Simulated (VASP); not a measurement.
# EuS (Fm-3m) in VASP: notebook, part 2 of 2

VASP 6.6.1.

### 4 Single point, PBE+U, collinear spin, ferrimagnetic start

This run uses another cell than the first one, of 26.55 Å³/atom, 1.005 times its volume.

Input file INCAR:

```
PREC = Accurate
ENCUT = 600
EDIFF = 1E-6
ISMEAR = 0
SIGMA = 0.05
LREAL = F
LASPH = T
NELM = 200
ALGO = Normal
ISIF = 2
LWAVE = F
LCHARG = F
ISPIN = 2
MAGMOM = 7.55 -0.07
LORBIT = 11
LMAXMIX = 6
LDAU = T
LDAUTYPE = 2
LDAUL = 3 -1
LDAUU = 6 0
LDAUJ = 0 0
LDAUPRINT = 1
GGA = PE
NBANDS = 22
GGA_COMPAT = F
```

Input file KPOINTS:

```
regular mesh
0
Gamma
  8 8 8
```

Input file POSCAR:

```
EuS
1.0
    0.0000000000      2.9834151125      2.9834151125
    2.9834151125      0.0000000000      2.9834151125
    2.9834151125      2.9834151125      0.0000000000
Eu S
1 1
Direct
    0.0000000000      0.0000000000      0.0000000000
    0.5000000000      0.5000000000      0.5000000000
```

Potentials or basis: VASP PAW PBE potentials, release 64 (Eu, S).

Launch:

```sh
$ cat potpaw_PBE.64/Eu/POTCAR potpaw_PBE.64/S/POTCAR > POTCAR
$ mpirun -np 1 vasp_std > vasp.out
```

OUTCAR:

```text
PREC = Accurate
   ENCUT = 600
   EDIFF = 1E-6
   ISMEAR = 0
   LREAL = F
   LASPH = T
   NELM = 200
   ISIF = 2
   ISPIN = 2
   LORBIT = 11
   GGA = PE

 ion  position               nearest neighbor table
   1  0.000  0.000  0.000-   2 2.98   2 2.98   2 2.98   2 2.98   2 2.98   2 2.98
   2  0.500  0.500  0.500-   1 2.98   1 2.98   1 2.98   1 2.98   1 2.98   1 2.98

  LATTYP: Found a face centered cubic cell.
 ALAT       =     5.9668302250

  Lattice vectors:

 A1 = (   0.0000000000,   2.9834151125,   2.9834151125)
[... 1461 lines left out ...]

 VOLUME and BASIS-vectors are now :
 -----------------------------------------------------------------------------
  energy-cutoff  :      600.00
  volume of cell :       53.11
      direct lattice vectors                 reciprocal lattice vectors
     0.000000000  2.983415112  2.983415112    -0.167593171  0.167593171  0.167593171
     2.983415112  0.000000000  2.983415112     0.167593171 -0.167593171  0.167593171
     2.983415112  2.983415112  0.000000000     0.167593171  0.167593171 -0.167593171

 POSITION                                       TOTAL-FORCE (eV/Angst)
 -----------------------------------------------------------------------------------
      0.00000      0.00000      0.00000         0.000000     -0.000000      0.000000
      2.98342      2.98342      2.98342        -0.000000      0.000000     -0.000000
 -----------------------------------------------------------------------------------
    total drift:                                0.000000      0.000000      0.000000

  FREE ENERGIE OF THE ION-ELECTRON SYSTEM (eV)
  ---------------------------------------------------
  free  energy   TOTEN  =       -19.1436575211 eV

  energy  without entropy=      -19.1436575211  energy(sigma->0) =      -19.14365752

 total charge

# of ion       s       p       d       f       tot
--------------------------------------------------
    1        2.029   5.789   0.242   6.828  14.888
    2        1.317   2.450   0.000   0.000   3.766
--------------------------------------------------
tot          3.346   8.238   0.242   6.828  18.654

 magnetization (x)

# of ion       s       p       d       f       tot
--------------------------------------------------
    1       -0.016  -0.118   0.045   6.810   6.722
    2       -0.006  -0.056   0.000   0.000  -0.062
--------------------------------------------------
tot         -0.022  -0.173   0.045   6.810   6.660
```

It took 1.9 min on 1 thread of Intel Xeon Platinum 8375C at 2.90GHz (Ice Lake), shared host; peak memory 0.29 GiB.

What came out:

```yaml
Free_energy: -19.1437 eV
Pressure: 0.8 GPa
Band_gap_on_the_k_mesh: 0.45 eV, indirect (least direct gap 0.72 eV)
Net_moment: 7.00 μB per cell
Site_moments: Eu +6.72; S -0.06 μB
Valence_electrons_inside_the_program's_atomic_spheres: Eu 14.89; S 3.77
```

Eigenvalues of the final occupation matrices:
```tsv
site	spin	trace	eigenvalues
site 1 f	1	6.83	0.97 0.97 0.97 0.98 0.98 0.98 0.98
site 1 f	2	0.01	0.00 0.00 0.00 0.00 0.00 0.00 0.00
```

Caveat: spin-orbit coupling is left out, which moves the levels of the heavy elements; a cell with one magnetic atom can't hold antiferromagnetic order, which such compounds often take. The state reached can hang on the start; a lower one may exist.

### 5 Single point, PBE+U, collinear spin, ferrimagnetic start

This run uses another cell than the first one, of 26.81 Å³/atom, 1.015 times its volume.

Input file INCAR:

```
PREC = Accurate ; ENCUT = 600
EDIFF = 1E-6 ; ISMEAR = 0
SIGMA = 0.05 ; LREAL = False
LASPH = True ; NELM = 200
ALGO = Normal ; ISIF = 2
LWAVE = False ; LCHARG = False
ISPIN = 2 ; MAGMOM = 7.56 -0.07
LORBIT = 11 ; LMAXMIX = 6
LDAU = True ; LDAUTYPE = 2
LDAUL = 3 -1 ; LDAUU = 6 0
LDAUJ = 0 0 ; LDAUPRINT = 1
GGA = PE ; NBANDS = 22
GGA_COMPAT = False
```

KPOINTS is that of step 4.

Input file POSCAR:

```
EuS
1.0
    0.0000000000      2.9931229652      2.9931229652
    2.9931229652      0.0000000000      2.9931229652
    2.9931229652      2.9931229652      0.0000000000
Eu S
1 1
Direct
    0.0000000000      0.0000000000      0.0000000000
    0.5000000000      0.5000000000      0.5000000000
```

Potentials or basis: VASP PAW PBE potentials, release 64 (Eu, S).

Launch:

```sh
$ cat potpaw_PBE.64/Eu/POTCAR potpaw_PBE.64/S/POTCAR > POTCAR
$ mpirun -np 1 vasp_std > vasp.out
```

OUTCAR:

```text
PREC = Accurate
   ENCUT = 600
   EDIFF = 1E-6
   ISMEAR = 0
   LREAL = False
   LASPH = True
   NELM = 200
   ISIF = 2
   ISPIN = 2
   LORBIT = 11
   GGA = PE

 ion  position               nearest neighbor table
   1  0.000  0.000  0.000-   2 2.99   2 2.99   2 2.99   2 2.99   2 2.99   2 2.99
   2  0.500  0.500  0.500-   1 2.99   1 2.99   1 2.99   1 2.99   1 2.99   1 2.99

  LATTYP: Found a face centered cubic cell.
 ALAT       =     5.9862459304

  Lattice vectors:

 A1 = (   0.0000000000,   2.9931229652,   2.9931229652)
 A2 = (   2.9931229652,   0.0000000000,   2.9931229652)
 A3 = (   2.9931229652,   2.9931229652,   0.0000000000)

Analysis of symmetry for initial positions (statically):
=====================================================================
 Subroutine PRICEL returns:
 Original cell was already a primitive cell.

 Routine SETGRP: Setting up the symmetry group for a
 face centered cubic supercell.

 Subroutine GETGRP returns: Found 48 space group operations
 (whereof 48 operations were pure point group operations)
 out of a pool of 48 trial point group operations.

The static configuration has the point symmetry O_h .

Analysis of symmetry for dynamics (positions and initial velocities):
=====================================================================
 Subroutine PRICEL returns:
 Original cell was already a primitive cell.

 Routine SETGRP: Setting up the symmetry group for a
 face centered cubic supercell.

 Subroutine GETGRP returns: Found 48 space group operations
 (whereof 48 operations were pure point group operations)
 out of a pool of 48 trial point group operations.

The dynamic configuration has the point symmetry O_h .

Analysis of structural, dynamic, and magnetic symmetry:
[... 193 lines left out ...]
  o =  0.9764  v =  0.0011 -0.0000 -0.0014  0.0000  0.3924  0.8681  0.3040  0.0000  0.0000  0.0000  0.0000  0.0000  0.0000  0.0000      0.0000  0.0000  0.0000  0.0000  0.0000  0.0000  0.0000  0.0000  0.0000  0.0000  0.0000  0.0000  0.0000  0.0000

 number of electron      22.9999997 magnetization       6.9999934

 Free energy of the ion-electron system (eV)
  ---------------------------------------------------
  ext. energy  EPLUGINS =         0.00000000
  ---------------------------------------------------
  free energy    TOTEN  =       -19.14545672 eV

  energy without entropy =      -19.14545672  energy(sigma->0) =      -19.14545672

 E-fermi :   3.3055     XC(G=0):  -9.4853

 val. band max:        3.1073993555   @ k =   0.0000   0.0000   0.0000
 cond. band min:       3.6058080847   @ k =   0.5000   0.5000   0.0000
 fundamental gap:      0.4984087292
 Fermi energy:         3.3055482193

 spin component 1

 k-point     1 :       0.0000    0.0000    0.0000
  band No.  band energies     occupation
      1     -36.5128      1.00000
      2     -15.3967      1.00000
      3     -15.3967      1.00000
      4     -15.3967      1.00000
      5      -9.2064      1.00000
      6       1.1823      1.00000
[... 1193 lines left out ...]
     21      13.1993      0.00000
     22      13.3512      0.00000

 [... further k-points ...]

------------------------ aborting loop because EDIFF is reached ----------------------------------------

  FORCE on cell =-STRESS in cart. coord.  units (eV):
  Direction    XX          YY          ZZ          XY          YZ          ZX
  --------------------------------------------------------------------------------------
  -------------------------------------------------------------------------------------
  Total        0.1002155      0.1002155      0.1002155     -0.0000000      0.0000000     -0.0000000
  in kB        2.9939305      2.9939305      2.9939305     -0.0000000      0.0000000     -0.0000000
  external PRESSURE =       2.9939305 kB  Pullay stress =       0.0000000 kB

 VOLUME and BASIS-vectors are now :
 -----------------------------------------------------------------------------
  energy-cutoff  :      600.00
  volume of cell :       53.63
      direct lattice vectors                 reciprocal lattice vectors
     0.000000000  2.993122965  2.993122965    -0.167049602  0.167049602  0.167049602
     2.993122965  0.000000000  2.993122965     0.167049602 -0.167049602  0.167049602
     2.993122965  2.993122965  0.000000000     0.167049602  0.167049602 -0.167049602

 POSITION                                       TOTAL-FORCE (eV/Angst)
 -----------------------------------------------------------------------------------
      0.00000      0.00000      0.00000         0.000000      0.000000      0.000000
      2.99312      2.99312      2.99312         0.000000      0.000000     -0.000000
 -----------------------------------------------------------------------------------
    total drift:                                0.000000      0.000000      0.000000

  FREE ENERGIE OF THE ION-ELECTRON SYSTEM (eV)
  ---------------------------------------------------
  free  energy   TOTEN  =       -19.1454567158 eV

  energy  without entropy=      -19.1454567158  energy(sigma->0) =      -19.14545672

 total charge

# of ion       s       p       d       f       tot
--------------------------------------------------
    1        2.029   5.788   0.237   6.830  14.884
    2        1.317   2.446   0.000   0.000   3.763
--------------------------------------------------
tot          3.345   8.234   0.237   6.830  18.647

 magnetization (x)

# of ion       s       p       d       f       tot
--------------------------------------------------
    1       -0.016  -0.118   0.044   6.813   6.723
    2       -0.006  -0.055   0.000   0.000  -0.061
--------------------------------------------------
tot         -0.022  -0.173   0.044   6.813   6.662
```

OSZICAR:

```text
N       E                     dE             d eps       ncg     rms          rms(c)
DAV:   1     0.162051481359E+03    0.16205E+03   -0.92584E+03  3550   0.477E+03
DAV:   2     0.124336593423E+02   -0.14962E+03   -0.12716E+03  3546   0.415E+02
DAV:   3    -0.109647114402E+02   -0.23398E+02   -0.22992E+02  3782   0.119E+02
DAV:   4    -0.134528346690E+02   -0.24881E+01   -0.24775E+01  4822   0.260E+01
DAV:   5    -0.135695267074E+02   -0.11669E+00   -0.11657E+00  4424   0.739E+00    0.294E+01
DAV:   6    -0.187936673354E+02   -0.52241E+01   -0.32966E+00  3980   0.357E+01    0.188E+01
DAV:   7    -0.190735895535E+02   -0.27992E+00   -0.29465E+00  3894   0.776E+01    0.116E+01
DAV:   8    -0.191204334760E+02   -0.46844E-01   -0.32207E-01  4630   0.530E+00    0.991E+00
DAV:   9    -0.191306349095E+02   -0.10201E-01   -0.16972E-02  4642   0.108E+00    0.678E+00
DAV:  10    -0.191416157104E+02   -0.10981E-01   -0.27070E-02  3794   0.373E+00    0.203E+00
DAV:  11    -0.191443345120E+02   -0.27188E-02   -0.49822E-03  4536   0.133E+00    0.828E-01
DAV:  12    -0.191451877617E+02   -0.85325E-03   -0.15602E-03  4268   0.729E-01    0.115E+00
DAV:  13    -0.191453808895E+02   -0.19313E-03   -0.31882E-04  4148   0.257E-01    0.145E-01
DAV:  14    -0.191454409247E+02   -0.60035E-04   -0.61637E-05  4214   0.684E-02    0.478E-02
DAV:  15    -0.191454525545E+02   -0.11630E-04   -0.12810E-05  4326   0.277E-02    0.360E-02
DAV:  16    -0.191454560257E+02   -0.34712E-05   -0.29195E-06  3416   0.141E-02    0.377E-02
DAV:  17    -0.191454567158E+02   -0.69018E-06   -0.88632E-07  2998   0.186E-02
   1 F= -.19145457E+02 E0= -.19145457E+02  d E =-.124892E-10  mag=     7.0000
```

stdout:

```text
POSCAR found type information on POSCAR EuS
 POSCAR found :  2 types and       2 ions
 scaLAPACK will be used
 LDA part: xc-table for (Slater+PW92), standard interpolation
 POSCAR, INCAR and KPOINTS ok, starting setup
 FFT: planning ... GRIDC
 FFT: planning ... GRID_SOFT
 FFT: planning ... GRID
 WAVECAR not read
 entering main loop
```

Run time: 1.8 min. Hardware: 1 thread of Intel Xeon Platinum 8375C at 2.90GHz (Ice Lake), shared host; peak memory 0.29 GiB.

Results:

- Free energy: -19.1455 eV
- Pressure: 0.3 GPa
- Band gap on the k mesh: 0.50 eV, indirect (least direct gap 0.77 eV)
- Net moment: 7.00 μB per cell
- Site moments: Eu +6.72; S -0.06 μB
- Valence electrons inside the program's atomic spheres: Eu 14.88; S 3.76

Eigenvalues of the final occupation matrices:
| site | spin | trace | eigenvalues |
| --- | --- | --- | --- |
| site 1 f | 1 | 6.83 | 0.97 0.97 0.97 0.98 0.98 0.98 0.98 |
| site 1 f | 2 | 0.01 | 0.00 0.00 0.00 0.00 0.00 0.00 0.00 |

Caveat: spin-orbit coupling is left out, which moves the levels of the heavy elements; a cell with one magnetic atom can't hold antiferromagnetic order, which such compounds often take.

### 6 The runs side by side

```tsv
spin	cell	k mesh	gap on the mesh (eV)	pressure (GPa)	moment (μB)
collinear, ferromagnetic start	a = 4.212 Å, angles 60.0°, 2 atoms	4 × 4 × 4	0.41	1.2	7.00
collinear, ferromagnetic start	a = 4.212 Å, angles 60.0°, 2 atoms	8 × 8 × 8	0.42	1.0	7.00
collinear, ferrimagnetic start	a = 4.219 Å, angles 60.0°, 2 atoms	8 × 8 × 8	0.45	0.8	7.00
collinear, ferrimagnetic start	a = 4.233 Å, angles 60.0°, 2 atoms	8 × 8 × 8	0.50	0.3	7.00
```

Alike in all rows: task single point; level PBE+U; potentials or basis VASP PAW PBE potentials, release 64 (Eu, S); Eu f U = 6.0 eV; cutoff (eV) 600; smearing gaussian 0.05 eV.

Caveats: some runs use coarse meshes; spin-orbit coupling is left out, which moves the levels of the heavy elements; a cell with one magnetic atom can't hold antiferromagnetic order, which such compounds often take.

Absolute energies hang on the potentials; compare differences alone.
